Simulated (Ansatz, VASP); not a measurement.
## Zr in VASP and in Ansatz

INCAR

```
  PREC = Accurate
  ENCUT = 520
  EDIFF = 1E-6
  ISMEAR = -1
  SIGMA = 0.1
  LREAL = False
  LASPH = True
  NELM = 80
  ALGO = Normal
  ISIF = 2
  LWAVE = False
  LCHARG = True
  LELF = True
  LVHAR = True
  NBANDS = 19
```

KPOINTS

```
Automatic mesh
0
Gamma
  9 9 5
```

The input POSCAR:

```
Zr
1.0
    3.1439658570      0.0000000000      0.0000000000
   -1.5719829285      2.7227543008      0.0000000000
    0.0000000000      0.0000000000      5.0894642375
Zr
2
Direct
    0.3333333333      0.6666666667      0.2500000000
    0.6666666667      0.3333333333      0.7500000000
```

Input for Ansatz:

```yaml
crystal:
  lattice:
    - [3.143965857, 0.0, 0.0]
    - [-1.5719829285, 2.7227543008, 0.0]
    - [0.0, 0.0, 5.0894642375]
  atoms:
    - { symbol: Zr, position: [0.3333333333, 0.6666666667, 0.25] }
    - { symbol: Zr, position: [0.6666666667, 0.3333333333, 0.75] }
hamiltonian:
  xc: lda
  pseudopotentials:
    kind: paw
    azcp:
      Zr: "pseudopotentials/Zr.paw.azcp"
basis:
  ecutwfc: 420
  fft_grid_basis: typed
kpoints:
  mp_grid: { grid: [9, 9, 5], shift: [0, 0, 0] }
magnetization:
  spin_polarized: false
scf:
  occupations: { method: fermi_dirac, width: 0.1 }
  lower_state_search: "off"
output:
  stress: true
```

Alike in both runs: task single point; functional LDA; k mesh 9 × 9 × 5; occupations fermi-dirac, width 0.1 eV; no spin polarisation.

|  | VASP | Ansatz |
| --- | --- | --- |
| version | VASP 6.6.1 | Ansatz 0.2.0 |
| potentials or method | VASP PAW LDA potentials, release 64 (Zr_sv), cutoff 520 eV | plane waves (420 eV) with PAW, scalar-relativistic |
| valence electrons in the cell | 24 | 24 |

|  | VASP | Ansatz | Ansatz less VASP |
| --- | --- | --- | --- |
| pressure (GPa) | 0.1 | 0.0 | -0.10 |
| traceless stress, the component that is largest in VASP (GPa) | 0.16 | 0.12 | -0.040 |

Ansatz warns that its potentials were made for another functional, while VASP's fit it. LDA's correlation is that of Perdew and Zunger in VASP and of Perdew and Wang (1992) in Ansatz.
